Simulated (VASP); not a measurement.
**C: single point with PBE+D3(BJ)**

The system is C.

```
C
1.0
     1.22805   -2.12706    0.00000
     1.22805    2.12706    0.00000
     0.00000    0.00000    7.17327
C
4
Direct
  0.08333 0.91667 0.75024
  0.58333 0.41667 0.24976
  0.91667 0.08333 0.24976
  0.41667 0.58333 0.75024
```

| Item | Value |
| --- | --- |
| Program | VASP 6.6.1 |
| Task | single point |
| Functional | PBE |
| Dispersion | D3(BJ) |
| Potentials or basis | VASP PAW PBE potentials, release 64 (C) |
| Cutoff | 520 eV |
| k mesh | 18 × 18 × 6 |
| Occupations | gaussian, width 0.1 eV |
| Spin | no spin polarisation |

```json
{
 "Pressure": "3.1 GPa",
 "Band gap on the k mesh": "zero (filled and empty bands touch)",
 "Dispersion energy per atom": "-0.144 eV"
}
```

Stress tensor (GPa, compression positive):
```
 5.40  0.00  0.00
 0.00  5.16  0.00
 0.00  0.00 -1.39
```

Levels at points of the mesh, in eV from the Fermi level:
```csv
k point,band 4,band 5,band 6,band 7,band 8,band 9,band 10,band 11,band 12,band 13
"(0.00, 0.00, 0.00)",-6.96,-3.03,-3.02,-3.02,-3.01,3.76,8.38,8.39,8.41,8.43
"(0.50, 0.00, 0.00)",-13.29,-6.43,-6.43,-2.42,-2.42,1.79,1.79,7.50,7.50,11.08
"(0.50, 0.50, 0.00)",-13.25,-6.45,-6.42,-2.84,-1.88,1.15,2.28,7.38,7.62,10.95
"(0.00, 0.00, 0.50)",-7.70,-3.02,-3.02,-3.02,-3.02,5.91,5.93,8.40,8.40,8.41
"(0.50, 0.00, 0.50)",-13.30,-6.43,-6.43,-2.38,-2.38,1.66,1.66,7.50,7.50,12.19
"(0.50, 0.50, 0.50)",-13.30,-6.43,-6.43,-2.39,-2.38,1.67,1.67,7.50,7.50,12.32
```

Wall time 73 s on 1 thread of AMD EPYC 9R45 96-Core Processor (Zen 5), with other jobs on the host, peak memory 0.24 GiB.

Caveat: the cell stands under pressure.
